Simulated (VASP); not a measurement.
# ZrAg3 (Pm-3m) in VASP: a series of runs

The runs below take ZrAg3 through single point, with PBE.

Everything below comes from runs of VASP 6.6.1. Logs are shortened: lines on timing, memory, paths and dates and some standing lists are left out, and cuts for length are marked.

**1. The cell of the first run**

Symmetry: Pm-3m, No. 221, cubic system. Conventional cell: a = 4.161 Å, b = 4.161 Å, c = 4.161 Å, α = 90.00°, β = 90.00°, γ = 90.00°. Within 3.9 Å of Zr (site symmetry m-3m) lie 12 Ag at 2.94 Å. Ag (site symmetry 4/mmm) has 4 Zr at 2.94 Å and 8 Ag at 2.94 Å within 3.9 Å.

**2. Single point, PBE**

Input file INCAR:

```
SYSTEM = ZrAg3
PREC     = Accurate       ! precision mode
ENCUT    = 520            ! plane-wave cutoff, eV
EDIFF    = 1E-6           ! SCF threshold, eV
ISMEAR   = 0              ! smearing method
SIGMA    = 0.05           ! smearing width, eV
LREAL    = .FALSE.        ! projectors in reciprocal space
LASPH    = .TRUE.         ! aspherical terms in the spheres
NELM     = 100            ! most SCF steps
ALGO     = Normal         ! electronic algorithm
ISIF     = 2              ! what is computed and relaxed
LWAVE    = .FALSE.        ! write WAVECAR
LCHARG   = .FALSE.        ! write CHGCAR
GGA      = PE             ! functional
NBANDS   = 30             ! bands
```

Input file KPOINTS:

```
Automatic mesh
0
G
  8 8 8
  0 0 0
```

Input file POSCAR:

```
ZrAg3
1.0
    4.1607453669      0.0000000000      0.0000000000
    0.0000000000      4.1607453669      0.0000000000
    0.0000000000      0.0000000000      4.1607453669
Zr Ag
1 3
Direct
    0.0000000000      0.0000000000      0.0000000000
    0.0000000000      0.5000000000      0.5000000000
    0.5000000000      0.5000000000      0.0000000000
    0.5000000000      0.0000000000      0.5000000000
```

Potentials or basis: VASP PAW PBE potentials, release 64 (Zr_sv, Ag).

Run with:

```
$ cat potpaw_PBE.64/Zr_sv/POTCAR potpaw_PBE.64/Ag/POTCAR > POTCAR
$ mpirun -np 1 vasp_std > vasp.out
```

OUTCAR:

```text
SYSTEM = ZrAg3
   PREC = Accurate
   ENCUT = 520
   EDIFF = 1E-6
   ISMEAR = 0
   LREAL = .FALSE.
   LASPH = .TRUE.
   NELM = 100
   ISIF = 2
   GGA = PE

 ion  position               nearest neighbor table
   1  0.000  0.000  0.000-   2 2.94   3 2.94   4 2.94   2 2.94   4 2.94   2 2.94   3 2.94   2 2.94
                             3 2.94   4 2.94   4 2.94   3 2.94
   2  0.000  0.500  0.500-   1 2.94   3 2.94   4 2.94   1 2.94   3 2.94   1 2.94   4 2.94   1 2.94
                             3 2.94   4 2.94   3 2.94   4 2.94
   3  0.500  0.500  0.000-   1 2.94   2 2.94   4 2.94   2 2.94   4 2.94   1 2.94   4 2.94   4 2.94
                             1 2.94   2 2.94   2 2.94   1 2.94
   4  0.500  0.000  0.500-   1 2.94   2 2.94   3 2.94   1 2.94   3 2.94   2 2.94   3 2.94   3 2.94
                             1 2.94   2 2.94   1 2.94   2 2.94

  LATTYP: Found a simple cubic cell.
 ALAT       =     4.1607453669

  Lattice vectors:

 A1 = (   4.1607453669,   0.0000000000,   0.0000000000)
 A2 = (   0.0000000000,   4.1607453669,   0.0000000000)
 A3 = (   0.0000000000,   0.0000000000,   4.1607453669)

Analysis of symmetry for initial positions (statically):
=====================================================================
 Subroutine PRICEL returns:
 Original cell was already a primitive cell.

 Routine SETGRP: Setting up the symmetry group for a
 simple cubic supercell.

 Subroutine GETGRP returns: Found 48 space group operations
 (whereof 48 operations were pure point group operations)
 out of a pool of 48 trial point group operations.

The static configuration has the point symmetry O_h .

Analysis of symmetry for dynamics (positions and initial velocities):
=====================================================================
 Subroutine PRICEL returns:
 Original cell was already a primitive cell.

 Routine SETGRP: Setting up the symmetry group for a
 simple cubic supercell.

 Subroutine GETGRP returns: Found 48 space group operations
 (whereof 48 operations were pure point group operations)
 out of a pool of 48 trial point group operations.

The dynamic configuration has the point symmetry O_h .

 Subroutine INISYM returns: Found 48 space group operations
 (whereof 48 operations are pure point group operations),
 and found     1 'primitive' translations

----------------------------------------------------------------------------------------

                                     Primitive cell

  volume of cell :      72.0300

  direct lattice vectors                    reciprocal lattice vectors
     4.160745367  0.000000000  0.000000000     0.240341552  0.000000000  0.000000000
     0.000000000  4.160745367  0.000000000     0.000000000  0.240341552  0.000000000
     0.000000000  0.000000000  4.160745367     0.000000000  0.000000000  0.240341552

  length of vectors
     4.160745367  4.160745367  4.160745367     0.240341552  0.240341552  0.240341552

  position of ions in fractional coordinates (direct lattice)
     0.000000000  0.000000000  0.000000000
     0.000000000  0.500000000  0.500000000
     0.500000000  0.500000000  0.000000000
     0.500000000  0.000000000  0.500000000

  ion indices of the primitive-cell ions
   primitive index   ion index
                 1           1
                 2           2
                 3           3
                 4           4

----------------------------------------------------------------------------------------

 KPOINTS: Automatic mesh

Automatic generation of k-mesh.
 Grid dimensions read from file:
 generate k-points for:    8    8    8

 Generating k-lattice:

  Cartesian coordinates                     Fractional coordinates (reciprocal lattice)
     0.030042694  0.000000000  0.000000000     0.125000000  0.000000000  0.000000000
     0.000000000  0.030042694  0.000000000     0.000000000  0.125000000  0.000000000
     0.000000000  0.000000000  0.030042694     0.000000000  0.000000000  0.125000000

  Length of vectors
     0.030042694  0.030042694  0.030042694

  Shift w.r.t. Gamma in fractional coordinates (k-lattice)
     0.000000000  0.000000000  0.000000000

 Subroutine IBZKPT returns following result:
 ===========================================

 Found     35 irreducible k-points:

 Following reciprocal coordinates:
            Coordinates               Weight
  0.000000  0.000000  0.000000      1.000000
  0.125000  0.000000  0.000000      6.000000
  0.250000  0.000000  0.000000      6.000000
  0.375000  0.000000  0.000000      6.000000
  0.500000  0.000000  0.000000      3.000000
  0.125000  0.125000  0.000000     12.000000
[... 16 lines left out ...]
  0.375000  0.375000  0.125000     24.000000
  0.500000  0.375000  0.125000     24.000000
 [... further k-points ...]
   k-points           NKPTS =     35   k-points in BZ     NKDIM =     35   number of bands    NBANDS=     30
   number of dos      NEDOS =    301   number of ions     NIONS =      4
   total plane-waves  NPLWV =  32768
   dimension x,y,z NGX =    32 NGY =   32 NGZ =   32
   dimension x,y,z NGXF=    64 NGYF=   64 NGZF=   64
   ions per type =               1   3
   NGX,Y,Z   is equivalent  to a cutoff of  12.79, 12.79, 12.79 a.u.
   NGXF,Y,Z  is equivalent  to a cutoff of  25.57, 25.57, 25.57 a.u.
 SYSTEM =  ZrAg3
   PREC   = accura    normal or accurate (medium, high low for compatibility)
   ISTART =      0    job   : 0-new  1-cont  2-samecut
   ICHARG =      2    charge: 1-file 2-atom 10-const
   ISPIN  =      1    spin polarized calculation?
   LNONCOLLINEAR =      F non collinear calculations
   LSORBIT =      F    spin-orbit coupling
   LASPH  =      T    aspherical Exc in radial PAW
   ENCUT  =  520.0 eV  38.22 Ry    6.18 a.u.   7.74  7.74  7.74*2*pi/ulx,y,z
   NELM   =    100;   NELMIN=  2; NELMDL= -5     # of ELM steps
   EDIFF  = 0.1E-05   stopping-criterion for ELM
   LREAL  =      F    real-space projection
   EDIFFG = 0.1E-04   stopping-criterion for IOM
   NSW    =      0    number of steps for IOM
   IBRION =     -1    ionic relax: 0-MD 1-quasi-New 2-CG
   NFREE  =      0    steps in history (QN), initial steepest desc. (CG)
   ISIF   =      2    stress and relaxation
   ISYM   =      2    0-nonsym 1-usesym 2-fastsym
   POTIM  = 0.5000    time-step for ionic-motion
   TEBEG  =    0.0;   TEEND  =   0.0 temperature during run
   PSTRESS=    0.0 pullay stress
   NELECT =      45.0000    total number of electrons
   NUPDOWN=      -1.0000    fix difference up-down
   EMIN   =  10.00;   EMAX   =-10.00  energy-range for DOS
   EFERMI =   0.00;   METHOD = LEGACY
   ISMEAR =     0;   SIGMA  =   0.05  broadening in eV -4-tet -1-fermi 0-gaus
   EFERMI_NEDOS =   21; number of points for ismear=-14 and -15
   IALGO  =     38    algorithm
   IMIX   =      4    mixing-type and parameters
     AMIX     =   0.40;   BMIX     =  1.00
     AMIX_MAG =   1.60;   BMIX_MAG =  1.00
  volume/ion in A,a.u.               =      18.01       121.52
  Fermi-wavevector in a.u.,A,eV,Ry     =   1.399505  2.644681 26.648574  1.958615
  Thomas-Fermi vector in A             =   2.522558
   LORBIT       =      0    0 simple, 1 ext, 2 COOP (PROOUT), +10 PAW based schemes
   GGA     = PE    functional components
   LHFCALC =     F    Hartree Fock is set to
   AEXX    =    0.0000 exact exchange contribution
   IVDW    =     0    specifies the selected vdW correction
   LEPSILON=     F    determine dielectric tensor
   LRPA    =     F    only Hartree local field effects (RPA)
 non-spin polarized calculation
 Gauss-broadening in eV      SIGMA  =   0.05
  energy-cutoff  :      520.00
  volume of cell :       72.03
 maximum number of plane-waves:      1964
 NGX is ok and might be reduce to    32
   NGX = 15   NGY = 15   NGZ = 15

 number of electron      45.0000024 magnetization

 Free energy of the ion-electron system (eV)
  ---------------------------------------------------
  ext. energy  EPLUGINS =         0.00000000
  ---------------------------------------------------
  free energy    TOTEN  =       -15.75546733 eV

  energy without entropy =      -15.74182309  energy(sigma->0) =      -15.74864521

 E-fermi :   9.2844     XC(G=0): -12.0584

 val. band max:        9.2835080578   @ k =   0.5000   0.3750   0.3750
 cond. band min:       9.2905479902   @ k =   0.5000   0.1250   0.1250
 fundamental gap:      0.0070399323
 Fermi energy:         9.2844483090

 k-point     1 :       0.0000    0.0000    0.0000
  band No.  band energies     occupation
      1     -40.3984      2.00000
      2     -18.3988      2.00000
      3     -18.3988      2.00000
      4     -18.3988      2.00000
      5       1.6959      2.00000
      6       2.8386      2.00000
[... 22 lines left out ...]
     29      17.5857      0.00000
     30      17.8065      0.00000

 k-point     2 :       0.1250    0.0000    0.0000
  band No.  band energies     occupation
      1     -40.3981      2.00000
      2     -18.4059      2.00000
      3     -18.3992      2.00000
      4     -18.3992      2.00000
      5       1.8656      2.00000
      6       2.9086      2.00000
[... 22 lines left out ...]
     29      16.7562      0.00000
     30      17.6384      0.00000

 k-point     3 :       0.2500    0.0000    0.0000
  band No.  band energies     occupation
      1     -40.3974      2.00000
      2     -18.4231      2.00000
      3     -18.4003      2.00000
      4     -18.4003      2.00000
      5       2.3473      2.00000
      6       3.0900      2.00000
[... 22 lines left out ...]
     29      15.7520      0.00000
     30      17.5481      0.00000

 k-point     4 :       0.3750    0.0000    0.0000
  band No.  band energies     occupation
      1     -40.3967      2.00000
      2     -18.4403      2.00000
      3     -18.4013      2.00000
      4     -18.4013      2.00000
      5       2.9909      2.00000
      6       3.3263      2.00000
[... 616 lines left out ...]
     29      15.2979      0.00000
     30      16.0417      0.00000

 k-point    23 :       0.3750    0.3750    0.1250
  band No.  band energies     occupation
      1     -40.3953      2.00000
      2     -18.4345      2.00000
      3     -18.4314      2.00000
      4     -18.4074      2.00000
      5       3.3942      2.00000
      6       3.4830      2.00000
[... 22 lines left out ...]
     29      15.5914      0.00000
     30      17.2148      0.00000

 k-point    24 :       0.5000    0.3750    0.1250
  band No.  band energies     occupation
      1     -40.3951      2.00000
      2     -18.4382      2.00000
      3     -18.4319      2.00000
      4     -18.4076      2.00000
      5       3.4978      2.00000
      6       3.4985      2.00000
[... 22 lines left out ...]
     29      15.9982      0.00000
     30      16.8578      0.00000

 [... further k-points ...]

------------------------ aborting loop because EDIFF is reached ----------------------------------------

  FORCE on cell =-STRESS in cart. coord.  units (eV):
  Direction    XX          YY          ZZ          XY          YZ          ZX
  --------------------------------------------------------------------------------------
  -------------------------------------------------------------------------------------
  Total        4.0794012      4.0794012      4.0794012     -0.0000000      0.0000000     -0.0000000
  in kB       90.7389157     90.7389157     90.7389157     -0.0000000      0.0000000     -0.0000000
  external PRESSURE =      90.7389157 kB  Pullay stress =       0.0000000 kB

 VOLUME and BASIS-vectors are now :
 -----------------------------------------------------------------------------
  energy-cutoff  :      520.00
  volume of cell :       72.03
      direct lattice vectors                 reciprocal lattice vectors
     4.160745367  0.000000000  0.000000000     0.240341552  0.000000000  0.000000000
     0.000000000  4.160745367  0.000000000     0.000000000  0.240341552  0.000000000
     0.000000000  0.000000000  4.160745367     0.000000000  0.000000000  0.240341552

 POSITION                                       TOTAL-FORCE (eV/Angst)
 -----------------------------------------------------------------------------------
      0.00000      0.00000      0.00000         0.000000      0.000000      0.000000
      0.00000      2.08037      2.08037         0.000000      0.000000      0.000000
      2.08037      2.08037      0.00000         0.000000      0.000000      0.000000
      2.08037      0.00000      2.08037         0.000000      0.000000      0.000000
 -----------------------------------------------------------------------------------
    total drift:                                0.000000     -0.000000     -0.000000

  FREE ENERGIE OF THE ION-ELECTRON SYSTEM (eV)
  ---------------------------------------------------
  free  energy   TOTEN  =       -15.7554673329 eV

  energy  without entropy=      -15.7418230936  energy(sigma->0) =      -15.74864521
```

Run time: 28 s. Hardware: 1 thread of Intel Xeon 6975P-C (Granite Rapids), shared host; peak memory 0.21 GiB.

Results:

| Item | Value |
| --- | --- |
| Free energy | -15.7555 eV |
| Pressure | 9.1 GPa |
| Band gap on the k mesh | zero (an odd number of electrons rules out a gap without spin polarisation) |

Levels at points of the mesh, in eV from the Fermi level:
| k point | band 21 | band 22 | band 23 | band 24 | band 25 | band 26 |
| --- | --- | --- | --- | --- | --- | --- |
| (0.00, 0.00, 0.00) | 0.64 | 0.64 | 1.69 | 1.69 | 1.69 | 2.47 |
| (0.50, 0.00, 0.00) | -3.22 | -0.09 | -0.09 | 0.19 | 1.64 | 2.31 |
| (0.50, 0.50, 0.00) | -2.47 | -0.77 | -0.77 | 0.45 | 0.45 | 1.68 |
| (0.50, 0.50, 0.50) | -0.25 | -0.25 | -0.25 | -0.11 | -0.11 | -0.11 |

Caveat: the cell stands under pressure.

**3. Single point, PBE (18.43 Å³/atom)**

This run uses another cell than the first one, of 18.43 Å³/atom.

Input file INCAR:

```
PREC = Accurate
ENCUT = 520
EDIFF = 1E-6
ISMEAR = 0
SIGMA = 0.05
LREAL = False
LASPH = True
NELM = 60
ALGO = Normal
ISIF = 2
LWAVE = False
LCHARG = False
GGA = PE
NBANDS = 30
```

Input file KPOINTS:

```
regular mesh
0
Gamma
  8 8 8
```

Input file POSCAR:

```
ZrAg3
1.0
    4.1928218207      0.0000000000      0.0000000000
    0.0000000000      4.1928218207      0.0000000000
    0.0000000000      0.0000000000      4.1928218207
Zr Ag
1 3
Direct
    0.0000000000      0.0000000000      0.0000000000
    0.0000000000      0.5000000000      0.5000000000
    0.5000000000      0.5000000000      0.0000000000
    0.5000000000      0.0000000000      0.5000000000
```

Potentials or basis: VASP PAW PBE potentials, release 64 (Zr_sv, Ag).

Run with:

```
$ cat potpaw_PBE.64/Zr_sv/POTCAR potpaw_PBE.64/Ag/POTCAR > POTCAR
$ mpirun -np 1 vasp_std > vasp.out
```

Wall time 27 s (1 thread of Intel Xeon 6975P-C (Granite Rapids), shared host); peak memory 0.21 GiB.

The run converged. Its results:

```yaml
Free_energy: -15.8354 eV
Pressure: 6.1 GPa
Band_gap_on_the_k_mesh: zero (an odd number of electrons rules out a gap without spin polarisation)
```

Levels at points of the mesh, in eV from the Fermi level:
```csv
k point,band 19,band 20,band 21,band 22,band 23,band 24,band 25,band 26,band 27,band 28
"(0.00, 0.00, 0.00)",-3.19,-3.19,0.61,0.61,1.69,1.69,1.69,2.39,2.39,2.39
"(0.50, 0.00, 0.00)",-3.82,-3.77,-3.18,-0.07,-0.07,0.18,1.60,2.24,5.51,6.06
"(0.50, 0.50, 0.00)",-4.05,-3.93,-2.40,-0.78,-0.78,0.45,0.45,1.64,3.05,3.75
"(0.50, 0.50, 0.50)",-3.41,-0.49,-0.28,-0.28,-0.28,-0.09,-0.09,-0.09,2.30,2.30
```

Caveat: the cell stands under pressure.

**4. Single point, PBE (18.72 Å³/atom)**

This run uses another cell than the first one, of 18.72 Å³/atom.

Input file INCAR:

```
ALGO = Fast ; EDIFF = 1E-7
ENCUT = 520 ; GGA = PE
ISIF = 2 ; ISMEAR = 0
LASPH = T ; LCHARG = F
LREAL = F ; LWAVE = F
NBANDS = 30 ; NELM = 60
PREC = Accurate ; SIGMA = 0.05
```

Input file KPOINTS:

```
k-points
0
Gamma
  8 8 8
```

Input file POSCAR:

```
ZrAg3
1.0
    4.2148897104      0.0000000000      0.0000000000
    0.0000000000      4.2148897104      0.0000000000
    0.0000000000      0.0000000000      4.2148897104
Zr Ag
1 3
Direct
    0.0000000000      0.0000000000      0.0000000000
    0.0000000000      0.5000000000      0.5000000000
    0.5000000000      0.5000000000      0.0000000000
    0.5000000000      0.0000000000      0.5000000000
```

Run with:

```
$ cat potpaw_PBE.64/Zr_sv/POTCAR potpaw_PBE.64/Ag/POTCAR > POTCAR
$ mpirun -np 1 vasp_std > vasp.out
```

Wall time 53 s (1 thread of Intel Xeon 6975P-C (Granite Rapids), shared host); peak memory 0.22 GiB.

Results (log left out):

```yaml
Free_energy: -15.8735 eV
Pressure: 4.2 GPa
Band_gap_on_the_k_mesh: zero (an odd number of electrons rules out a gap without spin polarisation)
```

Levels at points of the mesh, in eV from the Fermi level:
```
           k point  band 21  band 22  band 23  band 24  band 25  band 26
(0.00, 0.00, 0.00)     0.58     0.58     1.69     1.69     1.69     2.33
(0.50, 0.00, 0.00)    -3.16    -0.06    -0.06     0.17     1.57     2.19
(0.50, 0.50, 0.00)    -2.35    -0.79    -0.79     0.45     0.45     1.61
(0.50, 0.50, 0.50)    -0.29    -0.29    -0.29    -0.08    -0.08    -0.08
```

Caveat: the cell stands under pressure.

**5. Overview**

| cell | gap on the mesh (eV) | pressure (GPa) |
| --- | --- | --- |
| a = 4.161 Å, 4 atoms | none | 9.1 |
| a = 4.193 Å, 4 atoms | none | 6.1 |
| a = 4.215 Å, 4 atoms | none | 4.2 |

Alike in all rows: task single point; level PBE; potentials or basis VASP PAW PBE potentials, release 64 (Zr_sv, Ag); no spin polarisation; k mesh 8 × 8 × 8; cutoff (eV) 520; smearing gaussian 0.05 eV.

Caveats: the cell stands under pressure.

Total energies depend on the potentials used, so only differences within one code and one set of settings carry meaning.
